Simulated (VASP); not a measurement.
A run of VASP 6.6.1:

File INCAR:

```
SYSTEM = SnO
  PREC = Accurate
  ENCUT = 520
  EDIFF = 1E-7
  ISMEAR = 0
  SIGMA = 0.15
  LREAL = .False.
  LASPH = .True.
  NELM = 100
  ALGO = Normal
  ISIF = 2
  LWAVE = .False.
  LCHARG = .False.
  GGA = CA
  NBANDS = 28
```

File KPOINTS:

```
regular mesh
0
Gamma
  12 12 10
  0 0 0
```

File POSCAR:

```
SnO
1.0
    4.0024904045      0.0000000000      0.0000000000
    0.0000000000      4.0024904045      0.0000000000
    0.0000000000      0.0000000000      4.1233656147
Sn O
2 2
Direct
    0.0000000000      0.5000000000      0.2457459271
    0.5000000000      0.0000000000      0.7542540729
    0.0000000000      0.0000000000      0.0000000000
    0.5000000000      0.5000000000      0.0000000000
```

Potentials or basis: VASP PAW LDA potentials, release 64 (Sn_d, O).

Run with:

```bash
$ cat potpaw_LDA.64/Sn_d/POTCAR potpaw_LDA.64/O/POTCAR > POTCAR
$ mpirun -np 1 vasp_std > vasp.out
```

Hardware: 1 thread of Intel(R) Xeon(R) 6975P-C (Granite Rapids) (shared host).

Task: How long does it take, and how much memory?

Result: It took 2.6 min on 1 thread of Intel(R) Xeon(R) 6975P-C (Granite Rapids) (shared host), peak memory 0.34 GiB. Counts: scf iterations 15, k points 168.
